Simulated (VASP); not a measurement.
# HfN in VASP: notebook, part 2 of 3

VASP 6.6.1.

**3. Single point, PBEsol (strain along c alone, the other axes held: +3.0 %)**

Input file INCAR:

```
SYSTEM = HfN
ALGO = Normal
EDIFF = 1E-7
ENCUT = 520
GGA = PS
ISIF = 2
ISMEAR = 0
LASPH = .True.
LCHARG = .False.
LREAL = .False.
LWAVE = .False.
NBANDS = 23
NELM = 80
PREC = Accurate
SIGMA = 0.1
```

Input file KPOINTS:

```
k-points
0
Gamma
  16 16 12
  0 0 0
```

Input file POSCAR:

```
HfN
1.0
    2.2508679147      2.2508679147      0.0000000000
   -2.2508679147      2.2508679147      0.0000000000
    0.0000000000      0.0000000000      4.6367879043
Hf N
2 2
Direct
    0.0000000000      0.0000000000      0.0000000000
    0.5000000000      0.5000000000      0.5000000000
    0.5000000000      0.5000000000      0.0000000000
    0.0000000000      0.0000000000      0.5000000000
```

Potentials or basis: VASP PAW PBE potentials, release 64 (Hf_pv, N).

Run with:

```console
cat potpaw_PBE.64/Hf_pv/POTCAR potpaw_PBE.64/N/POTCAR > POTCAR
mpirun -np 1 vasp_std > vasp.out
```

OUTCAR:

```text
SYSTEM = HfN
   EDIFF = 1E-7
   ENCUT = 520
   GGA = PS
   ISIF = 2
   ISMEAR = 0
   LASPH = .True.
   LREAL = .False.
   NELM = 80
   PREC = Accurate

 ion  position               nearest neighbor table
   1  0.000  0.000  0.000-   3 2.25   3 2.25   3 2.25   3 2.25   4 2.32   4 2.32   2 3.23   2 3.23
                             2 3.23   2 3.23   2 3.23   2 3.23   2 3.23   2 3.23
   2  0.500  0.500  0.500-   4 2.25   4 2.25   4 2.25   4 2.25   3 2.32   3 2.32   1 3.23   1 3.23
                             1 3.23   1 3.23   1 3.23   1 3.23   1 3.23   1 3.23
   3  0.500  0.500  0.000-   1 2.25   1 2.25   1 2.25   1 2.25   2 2.32   2 2.32
   4  0.000  0.000  0.500-   2 2.25   2 2.25   2 2.25   2 2.25   1 2.32   1 2.32

  LATTYP: Found a simple tetragonal cell.
 ALAT       =     3.1832079321
 C/A-ratio  =     1.4566399692

  Lattice vectors:

 A1 = (   2.2508679147,   2.2508679147,   0.0000000000)
 A2 = (  -2.2508679147,   2.2508679147,   0.0000000000)
 A3 = (   0.0000000000,   0.0000000000,   4.6367879043)

Analysis of symmetry for initial positions (statically):
=====================================================================
 Subroutine PRICEL returns following result:

  LATTYP: Found a body centered tetragonal cell.
 ALAT       =     3.1832079321
 C/A-ratio  =     1.4566399692

  Lattice vectors:

 A1 = (   2.2508679147,   0.0000000000,  -2.3183939521)
 A2 = (  -2.2508679147,   0.0000000000,  -2.3183939522)
 A3 = (   0.0000000000,   2.2508679147,   2.3183939522)

   2 primitive cells build up your supercell.

 Routine SETGRP: Setting up the symmetry group for a
 simple tetragonal supercell.

 Subroutine GETGRP returns: Found 16 space group operations
 (whereof 16 operations were pure point group operations)
 out of a pool of 16 trial point group operations.

The static configuration has the point symmetry D_4h.

Analysis of symmetry for dynamics (positions and initial velocities):
=====================================================================
 Subroutine PRICEL returns following result:

  LATTYP: Found a body centered tetragonal cell.
 ALAT       =     3.1832079321
 C/A-ratio  =     1.4566399692

  Lattice vectors:

 A1 = (   2.2508679147,   0.0000000000,  -2.3183939521)
 A2 = (  -2.2508679147,   0.0000000000,  -2.3183939522)
 A3 = (   0.0000000000,   2.2508679147,   2.3183939522)

   2 primitive cells build up your supercell.

 Routine SETGRP: Setting up the symmetry group for a
 simple tetragonal supercell.

 Subroutine GETGRP returns: Found 16 space group operations
 (whereof 16 operations were pure point group operations)
 out of a pool of 16 trial point group operations.

The dynamic configuration has the point symmetry D_4h.

 Subroutine INISYM returns: Found 16 space group operations
 (whereof 16 operations are pure point group operations),
 and found     2 'primitive' translations

----------------------------------------------------------------------------------------

                                     Primitive cell

  volume of cell :      23.4919

  direct lattice vectors                    reciprocal lattice vectors
     2.250867915  0.000000000 -2.318393952     0.222136535  0.222136535 -0.215666539
[... 38 lines left out ...]

 Found    315 irreducible k-points:

 Following reciprocal coordinates:
            Coordinates               Weight
  0.000000  0.000000  0.000000      1.000000
  0.062500  0.000000  0.000000      4.000000
  0.125000  0.000000  0.000000      4.000000
  0.187500  0.000000  0.000000      4.000000
  0.250000  0.000000  0.000000      4.000000
  0.312500  0.000000  0.000000      4.000000
[... 16 lines left out ...]
  0.437500  0.125000  0.000000      8.000000
  0.500000  0.125000  0.000000      4.000000
 [... further k-points ...]
   k-points           NKPTS =    315   k-points in BZ     NKDIM =    315   number of bands    NBANDS=     23
   number of dos      NEDOS =    301   number of ions     NIONS =      4
   total plane-waves  NPLWV =  20736
   dimension x,y,z NGX =    24 NGY =   24 NGZ =   36
   dimension x,y,z NGXF=    48 NGYF=   48 NGZF=   72
   ions per type =               2   2
   NGX,Y,Z   is equivalent  to a cutoff of  12.53, 12.53, 12.91 a.u.
   NGXF,Y,Z  is equivalent  to a cutoff of  25.07, 25.07, 25.81 a.u.
 SYSTEM =  HfN
   PREC   = accura    normal or accurate (medium, high low for compatibility)
   ISTART =      0    job   : 0-new  1-cont  2-samecut
   ICHARG =      2    charge: 1-file 2-atom 10-const
   ISPIN  =      1    spin polarized calculation?
   LNONCOLLINEAR =      F non collinear calculations
   LSORBIT =      F    spin-orbit coupling
   LASPH  =      T    aspherical Exc in radial PAW
   ENCUT  =  520.0 eV  38.22 Ry    6.18 a.u.   5.92  5.92  8.62*2*pi/ulx,y,z
   NELM   =     80;   NELMIN=  2; NELMDL= -5     # of ELM steps
   EDIFF  = 0.1E-06   stopping-criterion for ELM
   LREAL  =      F    real-space projection
   EDIFFG = 0.1E-05   stopping-criterion for IOM
   NSW    =      0    number of steps for IOM
   IBRION =     -1    ionic relax: 0-MD 1-quasi-New 2-CG
   NFREE  =      0    steps in history (QN), initial steepest desc. (CG)
   ISIF   =      2    stress and relaxation
   ISYM   =      2    0-nonsym 1-usesym 2-fastsym
   POTIM  = 0.5000    time-step for ionic-motion
   TEBEG  =    0.0;   TEEND  =   0.0 temperature during run
   PSTRESS=    0.0 pullay stress
   NELECT =      30.0000    total number of electrons
   NUPDOWN=      -1.0000    fix difference up-down
   EMIN   =  10.00;   EMAX   =-10.00  energy-range for DOS
   EFERMI =   0.00;   METHOD = LEGACY
   ISMEAR =     0;   SIGMA  =   0.10  broadening in eV -4-tet -1-fermi 0-gaus
   EFERMI_NEDOS =   21; number of points for ismear=-14 and -15
   IALGO  =     38    algorithm
   IMIX   =      4    mixing-type and parameters
     AMIX     =   0.40;   BMIX     =  1.00
     AMIX_MAG =   1.60;   BMIX_MAG =  1.00
  volume/ion in A,a.u.               =      11.75        79.27
  Fermi-wavevector in a.u.,A,eV,Ry     =   1.409720  2.663984 27.038997  1.987310
  Thomas-Fermi vector in A             =   2.531747
   LORBIT       =      0    0 simple, 1 ext, 2 COOP (PROOUT), +10 PAW based schemes
   GGA     = PS    functional components
   LHFCALC =     F    Hartree Fock is set to
   AEXX    =    0.0000 exact exchange contribution
   IVDW    =     0    specifies the selected vdW correction
   LEPSILON=     F    determine dielectric tensor
   LRPA    =     F    only Hartree local field effects (RPA)
 non-spin polarized calculation
 Gauss-broadening in eV      SIGMA  =   0.10
  energy-cutoff  :      520.00
  volume of cell :       46.98
 maximum number of plane-waves:      1292
 NGX is ok and might be reduce to    24

 number of electron      29.9999996 magnetization

 Free energy of the ion-electron system (eV)
  ---------------------------------------------------
  ext. energy  EPLUGINS =         0.00000000
  ---------------------------------------------------
  free energy    TOTEN  =       -45.89694476 eV

  energy without entropy =      -45.88960744  energy(sigma->0) =      -45.89327610

 E-fermi :   8.0276     XC(G=0): -12.7945

 val. band max:        8.0160262718   @ k =   0.1875   0.1250   0.2500
 cond. band min:       8.0290048932   @ k =   0.2500   0.1250   0.1667
 fundamental gap:      0.0129786215
 Fermi energy:         8.0276156393

 k-point     1 :       0.0000    0.0000    0.0000
  band No.  band energies     occupation
      1     -23.8604      2.00000
      2     -23.3530      2.00000
      3     -23.3530      2.00000
      4     -23.1218      2.00000
      5     -23.0868      2.00000
      6     -23.0868      2.00000
[... 613 lines left out ...]
     22      12.1309      0.00000
     23      15.4573      0.00000

 [... further k-points ...]

------------------------ aborting loop because EDIFF is reached ----------------------------------------

  FORCE on cell =-STRESS in cart. coord.  units (eV):
  Direction    XX          YY          ZZ          XY          YZ          ZX
  --------------------------------------------------------------------------------------
  -------------------------------------------------------------------------------------
  Total       -1.5103429     -1.5103429     -5.3357555      0.0000000     -0.0000000      0.0000000
  in kB      -51.5037559    -51.5037559   -181.9530139      0.0000000     -0.0000000      0.0000000
  external PRESSURE =     -94.9868419 kB  Pullay stress =       0.0000000 kB

 VOLUME and BASIS-vectors are now :
 -----------------------------------------------------------------------------
  energy-cutoff  :      520.00
  volume of cell :       46.98
      direct lattice vectors                 reciprocal lattice vectors
     2.250867915  2.250867915  0.000000000     0.222136535  0.222136535  0.000000000
    -2.250867915  2.250867915  0.000000000    -0.222136535  0.222136535  0.000000000
     0.000000000  0.000000000  4.636787904     0.000000000  0.000000000  0.215666539

 POSITION                                       TOTAL-FORCE (eV/Angst)
 -----------------------------------------------------------------------------------
      0.00000      0.00000      0.00000         0.000000      0.000000     -0.000000
      0.00000      2.25087      2.31839        -0.000000      0.000000     -0.000000
      0.00000      2.25087      0.00000         0.000000     -0.000000      0.000000
      0.00000      0.00000      2.31839        -0.000000      0.000000     -0.000000
 -----------------------------------------------------------------------------------
    total drift:                                0.000000     -0.000000     -0.000000

  FREE ENERGIE OF THE ION-ELECTRON SYSTEM (eV)
  ---------------------------------------------------
  free  energy   TOTEN  =       -45.8969447594 eV

  energy  without entropy=      -45.8896074375  energy(sigma->0) =      -45.89327610
```

OSZICAR:

```text
N       E                     dE             d eps       ncg     rms          rms(c)
DAV:   1     0.117179067919E+03    0.11718E+03   -0.16309E+04 14498   0.129E+03
DAV:   2    -0.446399968086E+02   -0.16182E+03   -0.15364E+03 18917   0.316E+02
DAV:   3    -0.513176019836E+02   -0.66776E+01   -0.66104E+01 18934   0.517E+01
DAV:   4    -0.513757350974E+02   -0.58133E-01   -0.58057E-01 16899   0.530E+00
DAV:   5    -0.513765199755E+02   -0.78488E-03   -0.78461E-03 19377   0.497E-01    0.688E+01
DAV:   6    -0.461251585298E+02    0.52514E+01   -0.25400E+01 16969   0.253E+01    0.555E+01
DAV:   7    -0.459445708913E+02    0.18059E+00   -0.16788E+00 17087   0.765E+00    0.287E+01
DAV:   8    -0.459082579630E+02    0.36313E-01   -0.15536E-01 17901   0.275E+00    0.564E+00
DAV:   9    -0.458979418604E+02    0.10316E-01   -0.49432E-02 17724   0.125E+00    0.338E+00
DAV:  10    -0.458971605851E+02    0.78128E-03   -0.80130E-03 17646   0.563E-01    0.112E+00
DAV:  11    -0.458969443740E+02    0.21621E-03   -0.88786E-04 17620   0.195E-01    0.410E-02
DAV:  12    -0.458969445943E+02   -0.22027E-06   -0.53266E-05 17939   0.494E-02    0.101E-01
DAV:  13    -0.458969447393E+02   -0.14499E-06   -0.14967E-06 17630   0.840E-03    0.159E-02
DAV:  14    -0.458969447594E+02   -0.20073E-07   -0.82410E-08 11462   0.193E-03
   1 F= -.45896945E+02 E0= -.45893276E+02  d E =-.733732E-02
```

Run time: 6.3 min. Hardware: 1 thread of Intel Xeon 8259CL, shared host; peak memory 0.39 GiB.

Results:

```
Free energy            : -45.8969 eV
Pressure               : -9.5 GPa
Band gap on the k mesh : zero (bands 15 and 16 overlap by 6.84 eV)
```

Caveat: the cell differs from its parent crystal (strain along c alone, the other axes held: +3.0 %); the cell stands under tension; the PAW data sets were made with another functional, which shifts forces and pressure a little; spin-orbit coupling is left out, which moves the levels of the heavy elements.

**4. Single point, PBEsol**

This run uses another cell than the first one: it holds 2 atoms, not 4.

Input file INCAR:

```
SYSTEM = HfN
ALGO = Normal ; EDIFF = 1E-7
ENCUT = 520 ; GGA = PS
ISIF = 2 ; ISMEAR = 0
LASPH = .True. ; LCHARG = .True.
LELF = .True. ; LREAL = .False.
LVHAR = .True. ; LWAVE = .False.
NBANDS = 14 ; NELM = 60
PREC = Accurate ; SIGMA = 0.1
```

Input file KPOINTS:

```
k-points
0
Gamma
  16 16 16
  0 0 0
```

Input file POSCAR:

```
HfN
1.0
    0.0000000000      2.1390209774      2.1390209774
    2.1390209774      0.0000000000      2.1390209774
    2.1390209774      2.1390209774      0.0000000000
Hf N
1 1
Direct
    0.0000000000      0.0000000000      0.0000000000
    0.5000000000      0.5000000000      0.5000000000
```

Potentials or basis: VASP PAW PBE potentials, release 64 (Hf_pv, N).

Run with:

```console
cat potpaw_PBE.64/Hf_pv/POTCAR potpaw_PBE.64/N/POTCAR > POTCAR
mpirun -np 1 vasp_std > vasp.out
```

OUTCAR:

```text
SYSTEM = HfN
   EDIFF = 1E-7
   ENCUT = 520
   GGA = PS
   ISIF = 2
   ISMEAR = 0
   LASPH = .True.
   LREAL = .False.
   NELM = 60
   PREC = Accurate

 ion  position               nearest neighbor table
   1  0.000  0.000  0.000-   2 2.14   2 2.14   2 2.14   2 2.14   2 2.14   2 2.14
   2  0.500  0.500  0.500-   1 2.14   1 2.14   1 2.14   1 2.14   1 2.14   1 2.14

  LATTYP: Found a face centered cubic cell.
 ALAT       =     4.2780419548

  Lattice vectors:

[... 596 lines left out ...]

  FORCE on cell =-STRESS in cart. coord.  units (eV):
  Direction    XX          YY          ZZ          XY          YZ          ZX
  --------------------------------------------------------------------------------------
  -------------------------------------------------------------------------------------
  Total        7.0943268      7.0943268      7.0943268      0.0000000      0.0000000     -0.0000000
  in kB      580.6930712    580.6930712    580.6930712      0.0000000      0.0000000     -0.0000000
  external PRESSURE =     580.6930712 kB  Pullay stress =       0.0000000 kB

 VOLUME and BASIS-vectors are now :
 -----------------------------------------------------------------------------
  energy-cutoff  :      520.00
  volume of cell :       19.57
      direct lattice vectors                 reciprocal lattice vectors
     0.000000000  2.139020977  2.139020977    -0.233751798  0.233751798  0.233751798
     2.139020977  0.000000000  2.139020977     0.233751798 -0.233751798  0.233751798
     2.139020977  2.139020977  0.000000000     0.233751798  0.233751798 -0.233751798

 POSITION                                       TOTAL-FORCE (eV/Angst)
 -----------------------------------------------------------------------------------
      0.00000      0.00000      0.00000        -0.000000      0.000000     -0.000000
      2.13902      2.13902      2.13902         0.000000     -0.000000      0.000000
 -----------------------------------------------------------------------------------
    total drift:                                0.000000     -0.000000     -0.000000

  FREE ENERGIE OF THE ION-ELECTRON SYSTEM (eV)
  ---------------------------------------------------
  free  energy   TOTEN  =       -22.5061757009 eV

  energy  without entropy=      -22.5033016610  energy(sigma->0) =      -22.50473868
```

Run time: 45 s. Hardware: 1 thread of Intel Xeon 8259CL, shared host; peak memory 0.17 GiB.

Results:

* Free energy: -22.5062 eV
* Pressure: 58.1 GPa
* Band gap on the k mesh: zero (an odd number of electrons rules out a gap without spin polarisation)

Caveat: the cell stands under pressure; the PAW data sets were made with another functional, which shifts forces and pressure a little; spin-orbit coupling is left out, which moves the levels of the heavy elements.

(Continued in part 3 of 3.)
